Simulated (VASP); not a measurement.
# Rh (Fm-3m) in VASP: further runs

Rh is run at these levels: PBEsol+D3(BJ), PBEsol+D4, PBEsol; tasks: single point.

Everything below comes from runs of VASP 6.6.1. Logs are shortened: lines on timing, memory, paths and dates and some standing lists are left out, and cuts for length are marked.

## 1. The cell of the first run

The structure is cubic, space group Fm-3m (No. 225). The conventional cell has a = 3.757 Å, b = 3.757 Å, c = 3.757 Å, α = 90.00°, β = 90.00°, γ = 90.00°. Within 3.5 Å of Rh (site symmetry m-3m) lie 12 Rh at 2.66 Å.

## 2. Single point, PBEsol+D3(BJ)

Contents of INCAR:

```
PREC = Accurate
ENCUT = 520
EDIFF = 1E-6
ISMEAR = -1
SIGMA = 0.05
LREAL = F
LASPH = T
NELM = 80
ALGO = Fast
ISIF = 2
LWAVE = F
LCHARG = F
GGA = PS
IVDW = 12
NBANDS = 14
```

Contents of KPOINTS:

```
Automatic mesh
0
Gamma
  12 12 12
```

Contents of POSCAR:

```
Rh
1.0
    0.0000000000      1.8783137118      1.8783137118
    1.8783137118      0.0000000000      1.8783137118
    1.8783137118      1.8783137118      0.0000000000
Rh
1
Direct
    0.0000000000      0.0000000000      0.0000000000
```

Potentials or basis: VASP PAW PBE potentials, release 64 (Rh_pv).

Command:

```bash
> cat potpaw_PBE.64/Rh_pv/POTCAR > POTCAR
> mpirun -np 1 vasp_std > vasp.out
```

OUTCAR:

```text
PREC = Accurate
   ENCUT = 520
   EDIFF = 1E-6
   ISMEAR = -1
   LREAL = F
   LASPH = T
   NELM = 80
   ISIF = 2
   GGA = PS
   IVDW = 12
 IVDW          = 12

 ion  position               nearest neighbor table
   1  0.000  0.000  0.000-

  LATTYP: Found a face centered cubic cell.
 ALAT       =     3.7566274236

  Lattice vectors:

 A1 = (   0.0000000000,   1.8783137118,   1.8783137118)
 A2 = (   1.8783137118,   0.0000000000,   1.8783137118)
 A3 = (   1.8783137118,   1.8783137118,   0.0000000000)

Analysis of symmetry for initial positions (statically):
[... 33 lines left out ...]
                                     Primitive cell

  volume of cell :      13.2536

  direct lattice vectors                    reciprocal lattice vectors
     0.000000000  1.878313712  1.878313712    -0.266196215  0.266196215  0.266196215
     1.878313712  0.000000000  1.878313712     0.266196215 -0.266196215  0.266196215
     1.878313712  1.878313712  0.000000000     0.266196215  0.266196215 -0.266196215

  length of vectors
     2.656336726  2.656336726  2.656336726     0.461065369  0.461065369  0.461065369

  position of ions in fractional coordinates (direct lattice)
     0.000000000  0.000000000  0.000000000

  ion indices of the primitive-cell ions
   primitive index   ion index
                 1           1

----------------------------------------------------------------------------------------

 KPOINTS: Automatic mesh

Automatic generation of k-mesh.
 Grid dimensions read from file:
 generate k-points for:   12   12   12

 Generating k-lattice:

  Cartesian coordinates                     Fractional coordinates (reciprocal lattice)
    -0.022183018  0.022183018  0.022183018     0.083333333  0.000000000  0.000000000
     0.022183018 -0.022183018  0.022183018     0.000000000  0.083333333  0.000000000
     0.022183018  0.022183018 -0.022183018     0.000000000  0.000000000  0.083333333

  Length of vectors
     0.038422114  0.038422114  0.038422114

  Shift w.r.t. Gamma in fractional coordinates (k-lattice)
     0.000000000  0.000000000  0.000000000

 Subroutine IBZKPT returns following result:
 ===========================================

 Found     72 irreducible k-points:

 Following reciprocal coordinates:
            Coordinates               Weight
  0.000000  0.000000  0.000000      1.000000
  0.083333  0.000000  0.000000      8.000000
  0.166667  0.000000  0.000000      8.000000
  0.250000  0.000000  0.000000      8.000000
  0.333333  0.000000  0.000000      8.000000
  0.416667  0.000000  0.000000      8.000000
[... 16 lines left out ...]
  0.500000  0.166667  0.000000     24.000000
 -0.416667  0.166667  0.000000     24.000000
 [... further k-points ...]
   k-points           NKPTS =     72   k-points in BZ     NKDIM =     72   number of bands    NBANDS=     14
   number of dos      NEDOS =    301   number of ions     NIONS =      1
   total plane-waves  NPLWV =   8000
   dimension x,y,z NGX =    20 NGY =   20 NGZ =   20
   dimension x,y,z NGXF=    40 NGYF=   40 NGZF=   40
   ions per type =               1
   NGX,Y,Z   is equivalent  to a cutoff of  12.52, 12.52, 12.52 a.u.
   NGXF,Y,Z  is equivalent  to a cutoff of  25.03, 25.03, 25.03 a.u.
 SYSTEM =  unknown system
   PREC   = accura    normal or accurate (medium, high low for compatibility)
   ISTART =      0    job   : 0-new  1-cont  2-samecut
   ICHARG =      2    charge: 1-file 2-atom 10-const
   ISPIN  =      1    spin polarized calculation?
   LNONCOLLINEAR =      F non collinear calculations
   LSORBIT =      F    spin-orbit coupling
   LASPH  =      T    aspherical Exc in radial PAW
   ENCUT  =  520.0 eV  38.22 Ry    6.18 a.u.   4.94  4.94  4.94*2*pi/ulx,y,z
   NELM   =     80;   NELMIN=  2; NELMDL= -5     # of ELM steps
   EDIFF  = 0.1E-05   stopping-criterion for ELM
   LREAL  =      F    real-space projection
   EDIFFG = 0.1E-04   stopping-criterion for IOM
   NSW    =      0    number of steps for IOM
   IBRION =     -1    ionic relax: 0-MD 1-quasi-New 2-CG
   NFREE  =      0    steps in history (QN), initial steepest desc. (CG)
   ISIF   =      2    stress and relaxation
   ISYM   =      2    0-nonsym 1-usesym 2-fastsym
   POTIM  = 0.5000    time-step for ionic-motion
   TEBEG  =    0.0;   TEEND  =   0.0 temperature during run
   PSTRESS=    0.0 pullay stress
   NELECT =      15.0000    total number of electrons
   NUPDOWN=      -1.0000    fix difference up-down
   EMIN   =  10.00;   EMAX   =-10.00  energy-range for DOS
   EFERMI =   0.00;   METHOD = LEGACY
   ISMEAR =    -1;   SIGMA  =   0.05  broadening in eV -4-tet -1-fermi 0-gaus
   EFERMI_NEDOS =   21; number of points for ismear=-14 and -15
   IALGO  =     68    algorithm
   IMIX   =      4    mixing-type and parameters
     AMIX     =   0.40;   BMIX     =  1.00
     AMIX_MAG =   1.60;   BMIX_MAG =  1.00
  volume/ion in A,a.u.               =      13.25        89.44
  Fermi-wavevector in a.u.,A,eV,Ry     =   1.706058  3.223982 39.601578  2.910634
  Thomas-Fermi vector in A             =   2.785164
   LORBIT       =      0    0 simple, 1 ext, 2 COOP (PROOUT), +10 PAW based schemes
   GGA     = PS    functional components
   LHFCALC =     F    Hartree Fock is set to
   AEXX    =    0.0000 exact exchange contribution
   IVDW    =    12    specifies the selected vdW correction
   LEPSILON=     F    determine dielectric tensor
   LRPA    =     F    only Hartree local field effects (RPA)
 non-spin polarized calculation
 RMM-DIIS sequential band-by-band and
  energy-cutoff  :      520.00
  volume of cell :       13.25
 maximum number of plane-waves:       368
   NGX =  9   NGY =  9   NGZ =  9

 number of electron      15.0000002 magnetization

 Free energy of the ion-electron system (eV)
  ---------------------------------------------------
  ext. energy  EPLUGINS =         0.00000000
  ---------------------------------------------------
  free energy    TOTEN  =        -8.14213811 eV

  energy without entropy =       -8.13445912  energy(sigma->0) =       -8.13829862

 E-fermi :  12.4557     XC(G=0): -14.4583

 val. band max:       12.3633462047   @ k =   0.3333   0.0833   0.0000
 cond. band min:      12.4918399723   @ k =   0.5000   0.4167   0.0000
 fundamental gap:      0.1284937676
 Fermi energy:        12.4557422626

 k-point     1 :       0.0000    0.0000    0.0000
[... 29 lines left out ...]
     12      32.6951      0.00000
     13      34.4368      0.00000
     14      34.4368      0.00000

 k-point     3 :       0.1667    0.0000    0.0000
  band No.  band energies     occupation
      1     -34.1905      2.00000
      2     -34.0044      2.00000
      3     -34.0044      2.00000
      4       5.1602      2.00000
      5       8.8016      2.00000
      6       9.4932      2.00000
      7       9.4932      2.00000
      8      11.2721      2.00000
      9      11.2721      2.00000
     10      29.7131      0.00000
     11      30.2256      0.00000
     12      32.6653      0.00000
     13      35.6445      0.00000
     14      35.6445      0.00000

 k-point     4 :       0.2500    0.0000    0.0000
  band No.  band energies     occupation
      1     -34.4012      2.00000
      2     -34.0331      2.00000
      3     -34.0331      2.00000
      4       5.9441      2.00000
      5       9.0200      2.00000
      6       9.5380      2.00000
      7       9.5380      2.00000
      8      11.5521      2.00000
      9      11.5521      2.00000
     10      27.7391      0.00000
     11      30.0945      0.00000
     12      32.6649      0.00000
     13      37.2535      0.00000
     14      37.2536      0.00000

 k-point     5 :       0.3333    0.0000    0.0000
  band No.  band energies     occupation
      1     -34.6077      2.00000
      2     -34.0617      2.00000
      3     -34.0617      2.00000
      4       6.1417      2.00000
      5       9.3499      2.00000
      6       9.3499      2.00000
      7      10.2934      2.00000
      8      12.1827      1.99154
      9      12.1827      1.99154
     10      25.1437      0.00000
     11      29.1720      0.00000
     12      32.6655      0.00000
     13      36.4114      0.00000
     14      36.4114      0.00000

 k-point     6 :       0.4167    0.0000    0.0000
  band No.  band energies     occupation
      1     -34.7564      2.00000
      2     -34.0825      2.00000
      3     -34.0825      2.00000
      4       6.0241      2.00000
      5       9.1520      2.00000
      6       9.1520      2.00000
      7      12.0826      1.99885
      8      12.7949      0.00226
      9      12.7949      0.00226
     10      22.6340      0.00000
     11      28.2092      0.00000
     12      32.6658      0.00000
     13      34.6438      0.00000
     14      34.6438      0.00000

 k-point     7 :       0.5000    0.0000    0.0000
  band No.  band energies     occupation
      1     -34.8103      2.00000
      2     -34.0901      2.00000
      3     -34.0901      2.00000
      4       5.9556      2.00000
      5       9.0743      2.00000
      6       9.0743      2.00000
      7      13.0471      0.00001
      8      13.0471      0.00001
      9      13.0541      0.00001
     10      21.4097      0.00000
     11      27.8630      0.00000
     12      32.6656      0.00000
     13      33.9854      0.00000
     14      33.9854      0.00000
[... 205 lines left out ...]
 k-point    20 :       0.2500    0.1667    0.0000
  band No.  band energies     occupation
      1     -34.3187      2.00000
      2     -34.0884      2.00000
      3     -34.0832      2.00000
      4       6.2165      2.00000
      5       7.9121      2.00000
      6       9.8078      2.00000
      7      10.2615      2.00000
      8      10.9292      2.00000
      9      12.0103      1.99973
     10      30.0980      0.00000
     11      31.3183      0.00000
     12      32.6622      0.00000
     13      33.1319      0.00000
     14      33.8317      0.00000

 k-point    21 :       0.3333    0.1667    0.0000
  band No.  band energies     occupation
      1     -34.4892      2.00000
      2     -34.1222      2.00000
      3     -34.1195      2.00000
      4       6.7241      2.00000
      5       8.0299      2.00000
      6       9.3436      2.00000
      7      10.2780      2.00000
      8      12.2615      1.95973
      9      12.4960      0.61785
     10      27.4768      0.00000
     11      30.7882      0.00000
     12      32.5510      0.00000
     13      32.6608      0.00000
     14      34.3345      0.00000

 k-point    22 :       0.4167    0.1667    0.0000
  band No.  band energies     occupation
      1     -34.6380      2.00000
      2     -34.1702      2.00000
      3     -34.1377      2.00000
      4       6.7064      2.00000
      5       8.4995      2.00000
      6       9.3107      2.00000
      7      10.0849      2.00000
      8      12.9863      0.00005
      9      14.0940      0.00000
     10      24.4806      0.00000
     11      29.6763      0.00000
     12      32.0589      0.00000
     13      32.6585      0.00000
     14      33.8859      0.00000

 k-point    23 :       0.5000    0.1667    0.0000
  band No.  band energies     occupation
      1     -34.7262      2.00000
      2     -34.2148      2.00000
      3     -34.1383      2.00000
      4       6.6528      2.00000
      5       8.4328      2.00000
      6       9.8832      2.00000
      7       9.9743      2.00000
      8      13.1082      0.00000
      9      16.0689      0.00000
     10      21.8718      0.00000
     11      28.9226      0.00000
     12      32.2013      0.00000
     13      32.5070      0.00000
     14      32.7146      0.00000

 k-point    24 :      -0.4167    0.1667    0.0000
  band No.  band energies     occupation
      1     -34.7335      2.00000
      2     -34.2424      2.00000
      3     -34.1211      2.00000
      4       6.7244      2.00000
      5       8.4473      2.00000
      6       9.7870      2.00000
      7      10.2275      2.00000
      8      12.7103      0.01224
      9      16.6587      0.00000
     10      21.4721      0.00000
     11      28.6250      0.00000
     12      31.5637      0.00000
     13      32.6720      0.00000
     14      33.3502      0.00000

 [... further k-points ...]

------------------------ aborting loop because EDIFF is reached ----------------------------------------

 Edisp (eV)   -0.63114

 E8    (eV) :    -0.4251

  FORCE on cell =-STRESS in cart. coord.  units (eV):
  Direction    XX          YY          ZZ          XY          YZ          ZX
  --------------------------------------------------------------------------------------
  -------------------------------------------------------------------------------------
  Total      -0.18155    -0.18155    -0.18155     0.00000    -0.00000     0.00000
  in kB     -21.94637   -21.94637   -21.94637     0.00000    -0.00000     0.00000
  external pressure =      -21.95 kB  Pullay stress =        0.00 kB

 VOLUME and BASIS-vectors are now :
 -----------------------------------------------------------------------------
  energy-cutoff  :      520.00
  volume of cell :       13.25
      direct lattice vectors                 reciprocal lattice vectors
     0.000000000  1.878313712  1.878313712    -0.266196215  0.266196215  0.266196215
     1.878313712  0.000000000  1.878313712     0.266196215 -0.266196215  0.266196215
     1.878313712  1.878313712  0.000000000     0.266196215  0.266196215 -0.266196215

 POSITION                                       TOTAL-FORCE (eV/Angst)
 -----------------------------------------------------------------------------------
      0.00000      0.00000      0.00000         0.000000      0.000000      0.000000
 -----------------------------------------------------------------------------------
    total drift:                                0.000000      0.000000      0.000000

  FREE ENERGIE OF THE ION-ELECTRON SYSTEM (eV)
  ---------------------------------------------------
  free  energy   TOTEN  =        -8.7732806075 eV

  energy  without entropy=       -8.7656016186  energy(sigma->0) =       -8.76944111
```

Run time: 13 s. Hardware: 1 thread of Intel Xeon Platinum 8259CL at 2.50GHz (Skylake/Cascade Lake), shared host; peak memory 0.14 GiB.

Results:

```
Free energy                : -8.7733 eV
Pressure                   : -2.2 GPa
Dispersion energy per atom : -0.631 eV
```

Caveat: three body term missing; the PAW data sets were made with another functional, which shifts forces and pressure a little; pairwise dispersion overbinds metals, which lowers pressure and volume.

## 3. Single point, PBEsol+D4

Contents of INCAR:

```
SYSTEM = Rh
PREC     = Accurate       ! precision mode
ENCUT    = 520            ! plane-wave cutoff, eV
EDIFF    = 1E-6           ! SCF threshold, eV
ISMEAR   = -1             ! smearing method
SIGMA    = 0.05           ! smearing width, eV
LREAL    = .FALSE.        ! projectors in reciprocal space
LASPH    = .TRUE.         ! aspherical terms in the spheres
NELM     = 100            ! most SCF steps
ALGO     = Normal         ! electronic algorithm
ISIF     = 2              ! what is computed and relaxed
LWAVE    = .FALSE.        ! write WAVECAR
LCHARG   = .FALSE.        ! write CHGCAR
GGA      = PS             ! functional
IVDW     = 13             ! dispersion correction
NBANDS   = 14             ! bands
```

Contents of KPOINTS:

```
Automatic mesh
0
G
  12 12 12
  0 0 0
```

Contents of POSCAR:

```
Rh
1.0
    0.0000000000      1.8787691406      1.8787691406
    1.8787691406      0.0000000000      1.8787691406
    1.8787691406      1.8787691406      0.0000000000
Rh
1
Direct
    0.0000000000      0.0000000000      0.0000000000
```

Potentials or basis: VASP PAW PBE potentials, release 64 (Rh_pv).

Command:

```bash
> cat potpaw_PBE.64/Rh_pv/POTCAR > POTCAR
> mpirun -np 1 vasp_std > vasp.out
```

Run time: 12 s. Hardware: 1 thread of Intel Xeon Platinum 8259CL at 2.50GHz (Skylake/Cascade Lake), shared host; peak memory 0.13 GiB.

It converged, with:

| Quantity | Value |
| --- | --- |
| Free energy | -8.6507 eV |
| Pressure | -0.1 GPa |
| Dispersion energy per atom | -0.508 eV |

Levels at points of the mesh, in eV from the Fermi level:
| k point | band 5 | band 6 | band 7 | band 8 | band 9 | band 10 |
| --- | --- | --- | --- | --- | --- | --- |
| (0.00, 0.00, 0.00) | -3.30 | -3.30 | -3.30 | -1.07 | -1.07 | 15.89 |
| (0.50, 0.00, 0.00) | -3.38 | -3.38 | 0.59 | 0.59 | 0.60 | 8.95 |
| (0.50, 0.50, 0.00) | -6.33 | 0.57 | 1.03 | 1.03 | 3.21 | 12.67 |

Caveat: the PAW data sets were made with another functional, which shifts forces and pressure a little; pairwise dispersion overbinds metals, which lowers pressure and volume.

## 4. Single point, PBEsol

This run uses another cell than the first one, of 13.67 Å³/atom, 1.032 times its volume.

Contents of INCAR:

```
SYSTEM = Rh
ALGO = Fast ; EDIFF = 1E-6
ENCUT = 520 ; GGA = PS
ISIF = 2 ; ISMEAR = -1
LASPH = .True. ; LCHARG = .False.
LREAL = .False. ; LWAVE = .False.
NBANDS = 14 ; NELM = 80
PREC = Accurate ; SIGMA = 0.05
```

Contents of KPOINTS:

```
k-points
0
Gamma
  12 12 12
  0 0 0
```

Contents of POSCAR:

```
Rh
1.0
    0.0000000000      1.8978500000      1.8978500000
    1.8978500000      0.0000000000      1.8978500000
    1.8978500000      1.8978500000      0.0000000000
Rh
1
Direct
    0.0000000000      0.0000000000      0.0000000000
```

Command:

```bash
> cat potpaw_PBE.64/Rh_pv/POTCAR > POTCAR
> mpirun -np 1 vasp_std > vasp.out
```

It took 13 s on 1 thread of Intel Xeon Platinum 8259CL at 2.50GHz (Skylake/Cascade Lake), shared host; peak memory 0.13 GiB.

Results (log left out):

```yaml
Free_energy: -8.1443 eV
Pressure: -3.8 GPa
```

Levels at points of the mesh, in eV from the Fermi level:
| k point | band 5 | band 6 | band 7 | band 8 | band 9 | band 10 |
| --- | --- | --- | --- | --- | --- | --- |
| (0.00, 0.00, 0.00) | -3.14 | -3.14 | -3.14 | -1.01 | -1.01 | 15.92 |
| (0.50, 0.00, 0.00) | -3.22 | -3.22 | 0.56 | 0.56 | 0.64 | 8.63 |
| (0.50, 0.50, 0.00) | -6.05 | 0.54 | 0.98 | 0.98 | 3.18 | 12.28 |

Caveat: the PAW data sets were made with another functional, which shifts forces and pressure a little.

## 5. Single point, PBEsol

This run uses another cell than the first one, of 13.50 Å³/atom, 1.018 times its volume.

Contents of INCAR:

```
SYSTEM = Rh
PREC     = Accurate       ! precision mode
ENCUT    = 520            ! plane-wave cutoff, eV
EDIFF    = 1E-6           ! SCF threshold, eV
ISMEAR   = -1             ! smearing method
SIGMA    = 0.05           ! smearing width, eV
LREAL    = .FALSE.        ! projectors in reciprocal space
LASPH    = .TRUE.         ! aspherical terms in the spheres
NELM     = 100            ! most SCF steps
ALGO     = Fast           ! electronic algorithm
ISIF     = 2              ! what is computed and relaxed
LWAVE    = .FALSE.        ! write WAVECAR
LCHARG   = .TRUE.         ! write CHGCAR
GGA      = PS             ! functional
LELF     = .TRUE.         ! ELF
LVHAR    = .TRUE.       
NBANDS   = 14             ! bands
```

Contents of KPOINTS:

```
regular mesh
0
G
  12 12 12
  0 0 0
```

Contents of POSCAR:

```
Rh
1.0
    0.0000000000      1.8896497237      1.8896497237
    1.8896497237      0.0000000000      1.8896497237
    1.8896497237      1.8896497237      0.0000000000
Rh
1
Direct
    0.0000000000      0.0000000000      0.0000000000
```

Command:

```bash
> cat potpaw_PBE.64/Rh_pv/POTCAR > POTCAR
> mpirun -np 1 vasp_std > vasp.out
```

Run time: 13 s. Hardware: 1 thread of Intel Xeon Platinum 8259CL at 2.50GHz (Skylake/Cascade Lake), shared host; peak memory 0.13 GiB.

It converged, with:

| Property | Result |
| --- | --- |
| Free energy | -8.1463 eV |
| Pressure | -0.1 GPa |

Levels at points of the mesh, in eV from the Fermi level:
```tsv
k point	band 5	band 6	band 7	band 8	band 9	band 10
(0.00, 0.00, 0.00)	-3.21	-3.21	-3.21	-1.04	-1.04	15.91
(0.50, 0.00, 0.00)	-3.28	-3.28	0.57	0.57	0.62	8.76
(0.50, 0.50, 0.00)	-6.17	0.55	1.00	1.00	3.19	12.45
```

Caveat: the PAW data sets were made with another functional, which shifts forces and pressure a little.

## 6. The runs side by side

```tsv
level	cell	gap on the mesh (eV)	pressure (GPa)
PBEsol+D3(BJ)	a = 2.656 Å, angles 60.0°, 1 atom	none	-2.2
PBEsol+D4	a = 2.657 Å, angles 60.0°, 1 atom	none	-0.1
PBEsol	a = 2.684 Å, angles 60.0°, 1 atom	none	-3.8
PBEsol	a = 2.672 Å, angles 60.0°, 1 atom	none	-0.1
```

Alike in all rows: task single point; potentials or basis VASP PAW PBE potentials, release 64 (Rh_pv); no spin polarisation; k mesh 12 × 12 × 12; cutoff (eV) 520; smearing fermi-dirac 0.05 eV.

Caveats: the PAW data sets were made with another functional, which shifts forces and pressure a little; pairwise dispersion overbinds metals, which lowers pressure and volume (some runs); three body term missing (some runs).

Total energies depend on the potentials used, so only differences within one code and one set of settings carry meaning.
